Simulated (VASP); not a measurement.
# HfZrS4 (P2/m) in VASP: settings compared

Aim: see how the results for HfZrS4 move with the level of theory and the settings. Levels: PBE, LDA. Tasks: single point.

Program: VASP 6.6.1. These are calculated values, not measurements. Logs are shortened: lines on timing, memory, paths and dates and some standing lists are left out, and cuts for length are marked.

## Step 1: The cell of the first run

It takes space group P2/m (No. 10, monoclinic). Conventional cell: a = 5.873 Å, b = 3.589 Å, c = 6.215 Å, α = 90.00°, β = 90.00°, γ = 90.00°. Zr (site symmetry 2/m) has 6 S at 2.50 Å within 3.3 Å. Hf (site symmetry 2/m) has 6 S at 2.50 Å within 3.3 Å. S (site symmetry m) has 1 Zr at 2.50 Å and 2 Hf at 2.50 Å within 3.3 Å. S (site symmetry m) has 1 Hf at 2.50 Å and 2 Zr at 2.50 Å within 3.3 Å.

## Step 2: Single point, PBE

Contents of INCAR:

```
PREC     = Accurate       # precision mode
ENCUT    = 520            # plane-wave cutoff, eV
EDIFF    = 1E-6           # SCF threshold, eV
ISMEAR   = 0              # smearing method
SIGMA    = 0.1            # smearing width, eV
LREAL    = F              # projectors in reciprocal space
LASPH    = T              # aspherical terms in the spheres
NELM     = 60             # most SCF steps
ALGO     = Normal         # electronic algorithm
ISIF     = 2              # what is computed and relaxed
LWAVE    = F              # write WAVECAR
LCHARG   = F              # write CHGCAR
GGA      = PE             # functional
NBANDS   = 32             # bands
```

Contents of KPOINTS:

```
regular mesh
0
Gamma
  4 6 4
```

Contents of POSCAR:

```
HfZrS4
1.0
    5.8727109400      0.0000000000      0.0000000000
    0.0000000000      3.5885029100      0.0000000000
    0.0000000000      0.0000000000      6.2154693600
Zr Hf S
1 1 4
Direct
    0.0000000000      0.5000000000      0.5000000000
    0.0000000000      0.0000000000      0.0000000000
    0.2379099700      0.5000000000      0.8333333300
    0.2379099700      0.0000000000      0.3333333300
    0.7620900300      0.0000000000      0.6666666700
    0.7620900300      0.5000000000      0.1666666700
```

Potentials or basis: VASP PAW PBE potentials, release 64 (Zr_sv, Hf_pv, S).

Started as:

```console
cat potpaw_PBE.64/Zr_sv/POTCAR potpaw_PBE.64/Hf_pv/POTCAR potpaw_PBE.64/S/POTCAR > POTCAR
mpirun -np 1 vasp_std > vasp.out
```

OUTCAR:

```text
PREC = Accurate
   ENCUT = 520
   EDIFF = 1E-6
   ISMEAR = 0
   LREAL = F
   LASPH = T
   NELM = 60
   ISIF = 2
   GGA = PE

 ion  position               nearest neighbor table
   1  0.000  0.500  0.500-   3 2.50   6 2.50   5 2.50   4 2.50   4 2.50   5 2.50   2 3.59   2 3.59
                             2 3.59   2 3.59
   2  0.000  0.000  0.000-   4 2.50   5 2.50   3 2.50   6 2.50   3 2.50   6 2.50   1 3.59   1 3.59
                             1 3.59   1 3.59
   3  0.238  0.500  0.833-   1 2.50   2 2.50   2 2.50
   4  0.238  0.000  0.333-   2 2.50   1 2.50   1 2.50
   5  0.762  0.000  0.667-   2 2.50   1 2.50   1 2.50
   6  0.762  0.500  0.167-   1 2.50   2 2.50   2 2.50

  LATTYP: Found a simple orthorhombic cell.
 ALAT       =     3.5885029100
 B/A-ratio  =     1.6365350920
 C/A-ratio  =     1.7320508067

  Lattice vectors:

 A1 = (   0.0000000000,  -3.5885029100,   0.0000000000)
 A2 = (   5.8727109400,   0.0000000000,   0.0000000000)
 A3 = (   0.0000000000,   0.0000000000,   6.2154693600)

Analysis of symmetry for initial positions (statically):
=====================================================================
 Subroutine PRICEL returns:
 Original cell was already a primitive cell.

 Routine SETGRP: Setting up the symmetry group for a
 simple orthorhombic supercell.

 Subroutine GETGRP returns: Found  4 space group operations
 (whereof  4 operations were pure point group operations)
 out of a pool of  8 trial point group operations.

The static configuration has the point symmetry C_2h.

Analysis of symmetry for dynamics (positions and initial velocities):
=====================================================================
 Subroutine PRICEL returns:
 Original cell was already a primitive cell.

 Routine SETGRP: Setting up the symmetry group for a
 simple orthorhombic supercell.

 Subroutine GETGRP returns: Found  4 space group operations
 (whereof  4 operations were pure point group operations)
 out of a pool of  8 trial point group operations.

The dynamic configuration has the point symmetry C_2h.

 Subroutine INISYM returns: Found  4 space group operations
 (whereof  4 operations are pure point group operations),
 and found     1 'primitive' translations

----------------------------------------------------------------------------------------

                                     Primitive cell

  volume of cell :     130.9863

  direct lattice vectors                    reciprocal lattice vectors
     5.872710940  0.000000000  0.000000000     0.170279111  0.000000000  0.000000000
     0.000000000  3.588502910  0.000000000     0.000000000  0.278667741  0.000000000
     0.000000000  0.000000000  6.215469360     0.000000000  0.000000000  0.160888895

  length of vectors
     5.872710940  3.588502910  6.215469360     0.170279111  0.278667741  0.160888895

  position of ions in fractional coordinates (direct lattice)
     0.000000000  0.500000000  0.500000000
     0.000000000  0.000000000  0.000000000
     0.237909970  0.500000000  0.833333330
     0.237909970  0.000000000  0.333333330
     0.762090030  0.000000000  0.666666670
     0.762090030  0.500000000  0.166666670

  ion indices of the primitive-cell ions
   primitive index   ion index
                 1           1
                 2           2
                 3           3
                 4           4
                 5           5
                 6           6

----------------------------------------------------------------------------------------

 KPOINTS: regular mesh

Automatic generation of k-mesh.
 Grid dimensions read from file:
 generate k-points for:    4    6    4

 Generating k-lattice:

  Cartesian coordinates                     Fractional coordinates (reciprocal lattice)
     0.042569778  0.000000000  0.000000000     0.250000000  0.000000000  0.000000000
     0.000000000  0.046444624  0.000000000     0.000000000  0.166666667  0.000000000
     0.000000000  0.000000000  0.040222224     0.000000000  0.000000000  0.250000000

  Length of vectors
     0.042569778  0.046444624  0.040222224

  Shift w.r.t. Gamma in fractional coordinates (k-lattice)
     0.000000000  0.000000000  0.000000000

 Subroutine IBZKPT returns following result:
 ===========================================

 Found     40 irreducible k-points:

 Following reciprocal coordinates:
            Coordinates               Weight
  0.000000  0.000000  0.000000      1.000000
  0.250000  0.000000  0.000000      2.000000
  0.500000  0.000000  0.000000      1.000000
  0.000000  0.166667  0.000000      2.000000
  0.250000  0.166667  0.000000      4.000000
  0.500000  0.166667  0.000000      2.000000
[... 16 lines left out ...]
  0.250000 -0.333333 -0.250000      4.000000
  0.500000  0.333333  0.250000      4.000000
 [... further k-points ...]
   k-points           NKPTS =     40   k-points in BZ     NKDIM =     40   number of bands    NBANDS=     32
   number of dos      NEDOS =    301   number of ions     NIONS =      6
   total plane-waves  NPLWV =  64512
   dimension x,y,z NGX =    48 NGY =   28 NGZ =   48
   dimension x,y,z NGXF=    96 NGYF=   56 NGZF=   96
   ions per type =               1   1   4
   NGX,Y,Z   is equivalent  to a cutoff of  13.59, 12.97, 12.84 a.u.
   NGXF,Y,Z  is equivalent  to a cutoff of  27.18, 25.94, 25.68 a.u.
 SYSTEM =  unknown system
   PREC   = accura    normal or accurate (medium, high low for compatibility)
   ISTART =      0    job   : 0-new  1-cont  2-samecut
   ICHARG =      2    charge: 1-file 2-atom 10-const
   ISPIN  =      1    spin polarized calculation?
   LNONCOLLINEAR =      F non collinear calculations
   LSORBIT =      F    spin-orbit coupling
   LASPH  =      T    aspherical Exc in radial PAW
   ENCUT  =  520.0 eV  38.22 Ry    6.18 a.u.  10.92  6.67 11.56*2*pi/ulx,y,z
   NELM   =     60;   NELMIN=  2; NELMDL= -5     # of ELM steps
   EDIFF  = 0.1E-05   stopping-criterion for ELM
   LREAL  =      F    real-space projection
   EDIFFG = 0.1E-04   stopping-criterion for IOM
   NSW    =      0    number of steps for IOM
   IBRION =     -1    ionic relax: 0-MD 1-quasi-New 2-CG
   NFREE  =      0    steps in history (QN), initial steepest desc. (CG)
   ISIF   =      2    stress and relaxation
   ISYM   =      2    0-nonsym 1-usesym 2-fastsym
   POTIM  = 0.5000    time-step for ionic-motion
   TEBEG  =    0.0;   TEEND  =   0.0 temperature during run
   PSTRESS=    0.0 pullay stress
   NELECT =      46.0000    total number of electrons
   NUPDOWN=      -1.0000    fix difference up-down
   EMIN   =  10.00;   EMAX   =-10.00  energy-range for DOS
   EFERMI =   0.00;   METHOD = LEGACY
   ISMEAR =     0;   SIGMA  =   0.10  broadening in eV -4-tet -1-fermi 0-gaus
   EFERMI_NEDOS =   21; number of points for ismear=-14 and -15
   IALGO  =     38    algorithm
   IMIX   =      4    mixing-type and parameters
     AMIX     =   0.40;   BMIX     =  1.00
     AMIX_MAG =   1.60;   BMIX_MAG =  1.00
  volume/ion in A,a.u.               =      21.83       147.32
  Fermi-wavevector in a.u.,A,eV,Ry     =   1.155009  2.182651 18.150805  1.334047
  Thomas-Fermi vector in A             =   2.291641
   LORBIT       =      0    0 simple, 1 ext, 2 COOP (PROOUT), +10 PAW based schemes
   GGA     = PE    functional components
   LHFCALC =     F    Hartree Fock is set to
   AEXX    =    0.0000 exact exchange contribution
   IVDW    =     0    specifies the selected vdW correction
   LEPSILON=     F    determine dielectric tensor
   LRPA    =     F    only Hartree local field effects (RPA)
 non-spin polarized calculation
 Gauss-broadening in eV      SIGMA  =   0.10
  energy-cutoff  :      520.00
  volume of cell :      130.99
 maximum number of plane-waves:      3550
 NGX is ok and might be reduce to    48
   NGX = 21   NGY = 13   NGZ = 23

 number of electron      46.0000001 magnetization

 Free energy of the ion-electron system (eV)
  ---------------------------------------------------
  ext. energy  EPLUGINS =         0.00000000
  ---------------------------------------------------
  free energy    TOTEN  =       -44.06387384 eV

  energy without entropy =      -44.06387384  energy(sigma->0) =      -44.06387384

 E-fermi :   4.6333     XC(G=0):  -9.7036

 val. band max:        4.2114149029   @ k =   0.0000   0.0000   0.2500
 cond. band min:       5.2142143214   @ k =   0.5000   0.5000   0.5000
 fundamental gap:      1.0027994185
 Fermi energy:         4.6333475017

 k-point     1 :       0.0000    0.0000    0.0000
  band No.  band energies     occupation
      1     -44.5077      2.00000
      2     -26.3416      2.00000
      3     -26.3231      2.00000
      4     -26.2435      2.00000
      5     -22.6350      2.00000
      6     -22.6162      2.00000
[... 24 lines left out ...]
     31       9.7488      0.00000
     32      10.1428      0.00000

 k-point     2 :       0.2500    0.0000    0.0000
  band No.  band energies     occupation
      1     -44.5077      2.00000
      2     -26.3416      2.00000
      3     -26.3232      2.00000
      4     -26.2435      2.00000
      5     -22.6350      2.00000
      6     -22.6164      2.00000
[... 24 lines left out ...]
     31       9.9167      0.00000
     32      10.1967      0.00000

 k-point     3 :       0.5000    0.0000    0.0000
  band No.  band energies     occupation
      1     -44.5077      2.00000
      2     -26.3416      2.00000
      3     -26.3232      2.00000
      4     -26.2435      2.00000
      5     -22.6350      2.00000
      6     -22.6166      2.00000
[... 24 lines left out ...]
     31      10.0378      0.00000
     32      10.1159      0.00000

 k-point     4 :       0.0000    0.1667    0.0000
  band No.  band energies     occupation
      1     -44.5044      2.00000
      2     -26.3340      2.00000
      3     -26.3192      2.00000
      4     -26.2841      2.00000
      5     -22.6271      2.00000
      6     -22.6079      2.00000
[... 654 lines left out ...]
     31       9.9768      0.00000
     32      10.3461      0.00000

 k-point    23 :       0.2500   -0.3333   -0.2500
  band No.  band energies     occupation
      1     -44.4976      2.00000
      2     -26.3646      2.00000
      3     -26.3195      2.00000
      4     -26.3106      2.00000
      5     -22.6805      2.00000
      6     -22.6154      2.00000
[... 24 lines left out ...]
     31       9.7984      0.00000
     32       9.8376      0.00000

 k-point    24 :       0.5000    0.3333    0.2500
  band No.  band energies     occupation
      1     -44.4976      2.00000
      2     -26.3646      2.00000
      3     -26.3195      2.00000
      4     -26.3107      2.00000
      5     -22.6805      2.00000
      6     -22.6154      2.00000
[... 24 lines left out ...]
     31       9.7858      0.00000
     32       9.8776      0.00000

 [... further k-points ...]
[... 5 lines left out ...]
  --------------------------------------------------------------------------------------
  -------------------------------------------------------------------------------------
  Total        6.7240125      6.7086230      6.5535719      0.0000000      0.0000000      0.0021129
  in kB       82.2457069     82.0574685     80.1609390      0.0000000      0.0000000      0.0258440
  external PRESSURE =      81.4880381 kB  Pullay stress =       0.0000000 kB

 VOLUME and BASIS-vectors are now :
 -----------------------------------------------------------------------------
  energy-cutoff  :      520.00
  volume of cell :      130.99
      direct lattice vectors                 reciprocal lattice vectors
     5.872710940  0.000000000  0.000000000     0.170279111  0.000000000  0.000000000
     0.000000000  3.588502910  0.000000000     0.000000000  0.278667741  0.000000000
     0.000000000  0.000000000  6.215469360     0.000000000  0.000000000  0.160888895

 POSITION                                       TOTAL-FORCE (eV/Angst)
 -----------------------------------------------------------------------------------
      0.00000      1.79425      3.10773         0.000000     -0.000000     -0.000000
      0.00000      0.00000      0.00000         0.000000     -0.000000     -0.000000
      1.39718      1.79425      5.17956         0.944962      0.000000      0.218285
      1.39718      0.00000      2.07182         1.032772     -0.000000     -0.217821
      4.47553      0.00000      4.14365        -1.032772     -0.000000      0.217821
      4.47553      1.79425      1.03591        -0.944962     -0.000000     -0.218285
 -----------------------------------------------------------------------------------
    total drift:                                0.000000     -0.000000      0.000000

  FREE ENERGIE OF THE ION-ELECTRON SYSTEM (eV)
  ---------------------------------------------------
  free  energy   TOTEN  =       -44.0638738397 eV

  energy  without entropy=      -44.0638738397  energy(sigma->0) =      -44.06387384
```

It took 6.3 min on 1 thread of Intel Xeon 8259CL, shared host; peak memory 0.34 GiB.

What came out:

```yaml
Free_energy: -44.0639 eV
Pressure: 8.1 GPa
Largest_force: 1.055 eV/Å
Band_gap_on_the_k_mesh: 1.00 eV (least direct gap 1.20 eV)
```

Forces on the atoms (eV/Å):
```
Zr   0.000  0.000  0.000
Hf   0.000  0.000  0.000
S    0.945  0.000  0.218
S    1.033  0.000 -0.218
S   -1.033  0.000  0.218
S   -0.945  0.000 -0.218
```

Caveat: the cell stands under pressure; spin-orbit coupling is left out, which moves the levels of the heavy elements; this functional lacks dispersion, which binds layers or chains, so the pressure and a relaxed spacing across them are unreliable; forces of over 1 eV/Å act on the atoms, so gaps and moduli don't describe the material at rest. A k mesh can miss the band edges.

(Part 1 of 3 ends here.)
